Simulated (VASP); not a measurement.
# PbSe (P2_1/m) in VASP: single point with PBE

Aim: the single point of PbSe with PBE.

Everything below comes from runs of VASP 6.6.1. Logs are shortened: lines on timing, memory, paths and dates and some standing lists are left out, and cuts for length are marked.

## Step 1: The cell of the first run

The structure is monoclinic, space group P2_1/m (No. 11). The conventional cell has a = 4.276 Å, b = 4.433 Å, c = 6.313 Å, α = 90.00°, β = 108.26°, γ = 90.00°. Within 4.0 Å of Pb (site symmetry m) lie 7 Se at 2.81 to 3.94 Å and 2 Pb at 3.80 Å. Se (site symmetry m) has 7 Pb at 2.81 to 3.94 Å and 10 Se at 3.97 to 4.43 Å within 4.5 Å.

## Step 2: Single point, PBE (shear xy strain -2.7%)

INCAR

```
SYSTEM = PbSe
  PREC = Accurate
  ENCUT = 520
  EDIFF = 1E-6
  ISMEAR = -1
  SIGMA = 0.02
  LREAL = .False.
  LASPH = .True.
  NELM = 60
  ALGO = Normal
  ISIF = 2
  LWAVE = .False.
  LCHARG = .False.
  GGA = PE
  NBANDS = 28
```

KPOINTS

```
regular mesh
0
Gamma
  6 6 6
  0 0 0
```

POSCAR

```
PbSe
1.0
    2.2177605821     -6.0253022519      0.0000000000
    2.0576469858      5.9682255609      0.0000000000
    0.0000000000      0.0000000000      4.4334889037
Pb Se
2 2
Direct
    0.6436811904      0.3870165256      0.7500000000
    0.3563188096      0.6129834744      0.2500000000
    0.8564978336      0.1310331005      0.7500000000
    0.1435021664      0.8689668995      0.2500000000
```

Potentials or basis: VASP PAW PBE potentials, release 64 (Pb_d, Se).

The run is started by

```
$ cat potpaw_PBE.64/Pb_d/POTCAR potpaw_PBE.64/Se/POTCAR > POTCAR
$ mpirun -np 1 vasp_std > vasp.out
```

OUTCAR:

```text
SYSTEM = PbSe
   PREC = Accurate
   ENCUT = 520
   EDIFF = 1E-6
   ISMEAR = -1
   LREAL = .False.
   LASPH = .True.
   NELM = 60
   ISIF = 2
   GGA = PE

 ion  position               nearest neighbor table
   1  0.644  0.387  0.750-   3 2.81   4 3.06   4 3.06   4 3.11   4 3.11   2 3.80   2 3.80
   2  0.356  0.613  0.250-   4 2.81   3 3.06   3 3.06   3 3.11   3 3.11   1 3.80   1 3.80
   3  0.856  0.131  0.750-   1 2.81   2 3.06   2 3.06   2 3.11   2 3.11
   4  0.144  0.869  0.250-   2 2.81   1 3.06   1 3.06   1 3.11   1 3.11

  Warning from LATTYP: Monoclinic adjustment (A1->A3, A2->A1, A3->A2)!
  Warning from LATTYP: Got some problem with cell dimensions!
  Tried to take original basis but could not verify dimensions!
  LATTYP: Found a simple monoclinic cell.
 ALAT       =     4.2757885378
 B/A-ratio  =     1.0368821714
 C/A-ratio  =     1.4764464832
 COS(beta)  =    -0.3132905771

  Lattice vectors:

 A1 = (   4.2754075679,  -0.0570766910,   0.0000000000)
 A2 = (   0.0000000000,   0.0000000000,   4.4334889037)
 A3 = (  -2.0576469858,  -5.9682255609,   0.0000000000)

Analysis of symmetry for initial positions (statically):
=====================================================================
 Subroutine PRICEL returns:
 Original cell was already a primitive cell.

 Routine SETGRP: Setting up the symmetry group for a
 simple monoclinic supercell.

 Subroutine GETGRP returns: Found  4 space group operations
 (whereof  2 operations were pure point group operations)
 out of a pool of  4 trial point group operations.

The static configuration has the point symmetry S_2 .
 The point group associated with its full space group is C_2h.

Analysis of symmetry for dynamics (positions and initial velocities):
=====================================================================
 Subroutine PRICEL returns:
 Original cell was already a primitive cell.

 Routine SETGRP: Setting up the symmetry group for a
 simple monoclinic supercell.

 Subroutine GETGRP returns: Found  4 space group operations
 (whereof  2 operations were pure point group operations)
 out of a pool of  4 trial point group operations.

The dynamic configuration has the point symmetry S_2 .
 The point group associated with its full space group is C_2h.

 Subroutine INISYM returns: Found  4 space group operations
 (whereof  2 operations are pure point group operations),
 and found     1 'primitive' translations

----------------------------------------------------------------------------------------

                                     Primitive cell

  volume of cell :     113.6482

  direct lattice vectors                    reciprocal lattice vectors
     2.217760582 -6.025302252  0.000000000     0.232824224 -0.080270100  0.000000000
     2.057646986  5.968225561  0.000000000     0.235050821  0.086516232  0.000000000
     0.000000000  0.000000000  4.433488904     0.000000000  0.000000000  0.225555995

  length of vectors
     6.420492911  6.312972950  4.433488904     0.246273036  0.250467457  0.225555995

  position of ions in fractional coordinates (direct lattice)
     0.643681190  0.387016526  0.750000000
     0.356318810  0.612983474  0.250000000
     0.856497834  0.131033100  0.750000000
     0.143502166  0.868966900  0.250000000

  ion indices of the primitive-cell ions
   primitive index   ion index
                 1           1
                 2           2
                 3           3
                 4           4

----------------------------------------------------------------------------------------

 KPOINTS: regular mesh

Automatic generation of k-mesh.
 Grid dimensions read from file:
 generate k-points for:    6    6    6

 Generating k-lattice:

  Cartesian coordinates                     Fractional coordinates (reciprocal lattice)
     0.038804037 -0.013378350  0.000000000     0.166666667  0.000000000  0.000000000
     0.039175137  0.014419372  0.000000000     0.000000000  0.166666667  0.000000000
     0.000000000  0.000000000  0.037592666     0.000000000  0.000000000  0.166666667

  Length of vectors
     0.041045506  0.041744576  0.037592666

  Shift w.r.t. Gamma in fractional coordinates (k-lattice)
     0.000000000  0.000000000  0.000000000

 Subroutine IBZKPT returns following result:
 ===========================================

 Found     80 irreducible k-points:

 Following reciprocal coordinates:
            Coordinates               Weight
  0.000000  0.000000  0.000000      1.000000
  0.166667  0.000000  0.000000      2.000000
  0.333333  0.000000  0.000000      2.000000
  0.500000  0.000000  0.000000      1.000000
  0.000000  0.166667  0.000000      2.000000
  0.166667  0.166667  0.000000      2.000000
[... 16 lines left out ...]
  0.333333  0.000000  0.166667      4.000000
  0.500000  0.000000  0.166667      2.000000
 [... further k-points ...]
   k-points           NKPTS =     80   k-points in BZ     NKDIM =     80   number of bands    NBANDS=     28
   number of dos      NEDOS =    301   number of ions     NIONS =      4
   total plane-waves  NPLWV =  82944
   dimension x,y,z NGX =    48 NGY =   48 NGZ =   36
   dimension x,y,z NGXF=    96 NGYF=   96 NGZF=   72
   ions per type =               2   2
   NGX,Y,Z   is equivalent  to a cutoff of  12.43, 12.64, 13.50 a.u.
   NGXF,Y,Z  is equivalent  to a cutoff of  24.86, 25.28, 27.00 a.u.
 SYSTEM =  PbSe
   PREC   = accura    normal or accurate (medium, high low for compatibility)
   ISTART =      0    job   : 0-new  1-cont  2-samecut
   ICHARG =      2    charge: 1-file 2-atom 10-const
   ISPIN  =      1    spin polarized calculation?
   LNONCOLLINEAR =      F non collinear calculations
   LSORBIT =      F    spin-orbit coupling
   LASPH  =      T    aspherical Exc in radial PAW
   ENCUT  =  520.0 eV  38.22 Ry    6.18 a.u.  11.94 11.74  8.24*2*pi/ulx,y,z
   NELM   =     60;   NELMIN=  2; NELMDL= -5     # of ELM steps
   EDIFF  = 0.1E-05   stopping-criterion for ELM
   LREAL  =      F    real-space projection
   EDIFFG = 0.1E-04   stopping-criterion for IOM
   NSW    =      0    number of steps for IOM
   IBRION =     -1    ionic relax: 0-MD 1-quasi-New 2-CG
   NFREE  =      0    steps in history (QN), initial steepest desc. (CG)
   ISIF   =      2    stress and relaxation
   ISYM   =      2    0-nonsym 1-usesym 2-fastsym
   POTIM  = 0.5000    time-step for ionic-motion
   TEBEG  =    0.0;   TEEND  =   0.0 temperature during run
   PSTRESS=    0.0 pullay stress
   NELECT =      40.0000    total number of electrons
   NUPDOWN=      -1.0000    fix difference up-down
   EMIN   =  10.00;   EMAX   =-10.00  energy-range for DOS
   EFERMI =   0.00;   METHOD = LEGACY
   ISMEAR =    -1;   SIGMA  =   0.02  broadening in eV -4-tet -1-fermi 0-gaus
   EFERMI_NEDOS =   21; number of points for ismear=-14 and -15
   IALGO  =     38    algorithm
   IMIX   =      4    mixing-type and parameters
     AMIX     =   0.40;   BMIX     =  1.00
     AMIX_MAG =   1.60;   BMIX_MAG =  1.00
  volume/ion in A,a.u.               =      28.41       191.73
  Fermi-wavevector in a.u.,A,eV,Ry     =   1.155865  2.184269 18.177721  1.336025
  Thomas-Fermi vector in A             =   2.292490
   LORBIT       =      0    0 simple, 1 ext, 2 COOP (PROOUT), +10 PAW based schemes
   GGA     = PE    functional components
   LHFCALC =     F    Hartree Fock is set to
   AEXX    =    0.0000 exact exchange contribution
   IVDW    =     0    specifies the selected vdW correction
   LEPSILON=     F    determine dielectric tensor
   LRPA    =     F    only Hartree local field effects (RPA)
 non-spin polarized calculation
  energy-cutoff  :      520.00
  volume of cell :      113.65
 maximum number of plane-waves:      3092
   NGX = 23   NGY = 23   NGZ = 17

 number of electron      39.9999997 magnetization

 Free energy of the ion-electron system (eV)
  ---------------------------------------------------
  ext. energy  EPLUGINS =         0.00000000
  ---------------------------------------------------
  free energy    TOTEN  =       -16.16200122 eV

  energy without entropy =      -16.16200122  energy(sigma->0) =      -16.16200122

 E-fermi :   5.0628     XC(G=0):  -9.6023

 val. band max:        4.5945718325   @ k =   0.0000   0.0000   0.5000
 cond. band min:       5.6919051511   @ k =   0.3333   0.3333   0.1667
 fundamental gap:      1.0973333186
 Fermi energy:         5.0628034483

 k-point     1 :       0.0000    0.0000    0.0000
  band No.  band energies     occupation
      1     -11.8882      2.00000
      2     -11.8015      2.00000
      3     -11.8001      2.00000
      4     -11.7879      2.00000
      5     -11.7633      2.00000
      6     -11.7599      2.00000
[... 20 lines left out ...]
     27      10.2388      0.00000
     28      11.4880      0.00000

 k-point     2 :       0.1667    0.0000    0.0000
  band No.  band energies     occupation
      1     -11.8740      2.00000
      2     -11.7975      2.00000
      3     -11.7952      2.00000
      4     -11.7771      2.00000
      5     -11.7705      2.00000
      6     -11.7642      2.00000
[... 20 lines left out ...]
     27      10.7207      0.00000
     28      11.7080      0.00000

 k-point     3 :       0.3333    0.0000    0.0000
  band No.  band energies     occupation
      1     -11.8413      2.00000
      2     -11.7946      2.00000
      3     -11.7895      2.00000
      4     -11.7848      2.00000
      5     -11.7694      2.00000
      6     -11.7641      2.00000
[... 20 lines left out ...]
     27      12.3363      0.00000
     28      12.4924      0.00000

 k-point     4 :       0.5000    0.0000    0.0000
  band No.  band energies     occupation
      1     -11.8117      2.00000
      2     -11.8042      2.00000
      3     -11.7951      2.00000
      4     -11.7924      2.00000
      5     -11.7688      2.00000
      6     -11.7669      2.00000
[... 578 lines left out ...]
     27      11.2848      0.00000
     28      12.1736      0.00000

 k-point    23 :       0.3333    0.0000    0.1667
  band No.  band energies     occupation
      1     -11.8481      2.00000
      2     -11.8125      2.00000
      3     -11.7958      2.00000
      4     -11.7790      2.00000
      5     -11.7745      2.00000
      6     -11.7560      2.00000
[... 20 lines left out ...]
     27      11.8202      0.00000
     28      12.8068      0.00000

 k-point    24 :       0.5000    0.0000    0.1667
  band No.  band energies     occupation
      1     -11.8368      2.00000
      2     -11.8262      2.00000
      3     -11.7980      2.00000
      4     -11.7756      2.00000
      5     -11.7717      2.00000
      6     -11.7559      2.00000
[... 20 lines left out ...]
     27      11.8791      0.00000
     28      12.3912      0.00000

 [... further k-points ...]

------------------------ aborting loop because EDIFF is reached ----------------------------------------

  FORCE on cell =-STRESS in cart. coord.  units (eV):
  Direction    XX          YY          ZZ          XY          YZ          ZX
  --------------------------------------------------------------------------------------
  -------------------------------------------------------------------------------------
  Total        1.3188545      1.7125951      1.3406602     -0.0283362      0.0000000      0.0000000
  in kB       18.5927992     24.1436318     18.9002084     -0.3994748      0.0000000      0.0000000
  external PRESSURE =      20.5455465 kB  Pullay stress =       0.0000000 kB

 VOLUME and BASIS-vectors are now :
 -----------------------------------------------------------------------------
  energy-cutoff  :      520.00
  volume of cell :      113.65
      direct lattice vectors                 reciprocal lattice vectors
     2.217760582 -6.025302252  0.000000000     0.232824224 -0.080270100  0.000000000
     2.057646986  5.968225561  0.000000000     0.235050821  0.086516232  0.000000000
     0.000000000  0.000000000  4.433488904     0.000000000  0.000000000  0.225555995

 POSITION                                       TOTAL-FORCE (eV/Angst)
 -----------------------------------------------------------------------------------
      2.22387     -1.56857      3.32512        -0.009990      0.100596      0.000000
      2.05153      1.51150      1.10837         0.009990     -0.100596      0.000000
      2.16913     -4.37862      3.32512        -0.018940     -0.157719      0.000000
      2.10628      4.32155      1.10837         0.018940      0.157719      0.000000
 -----------------------------------------------------------------------------------
    total drift:                               -0.000000     -0.000000      0.000000

  FREE ENERGIE OF THE ION-ELECTRON SYSTEM (eV)
  ---------------------------------------------------
  free  energy   TOTEN  =       -16.1620012186 eV

  energy  without entropy=      -16.1620012186  energy(sigma->0) =      -16.16200122
```

Wall time 2.1 min (1 thread of Intel Xeon 6975P-C (Granite Rapids), shared host); peak memory 0.41 GiB.

Results:

| Property | Result |
| --- | --- |
| Free energy | -16.1620 eV |
| Pressure | 2.1 GPa |
| Largest force | 0.159 eV/Å |
| Band gap on the k mesh | 1.10 eV (least direct gap 1.23 eV) |

Forces on the atoms (eV/Å):
```
Pb  -0.010  0.101  0.000
Pb   0.010 -0.101  0.000
Se  -0.019 -0.158  0.000
Se   0.019  0.158  0.000
```

Stress tensor (GPa, compression positive):
```
 1.86 -0.04  0.00
-0.04  2.41  0.00
 0.00  0.00  1.89
```

Caveat: the cell differs from its parent crystal (shear xy strain -2.7%); spin-orbit coupling is left out, which moves the levels of the heavy elements.
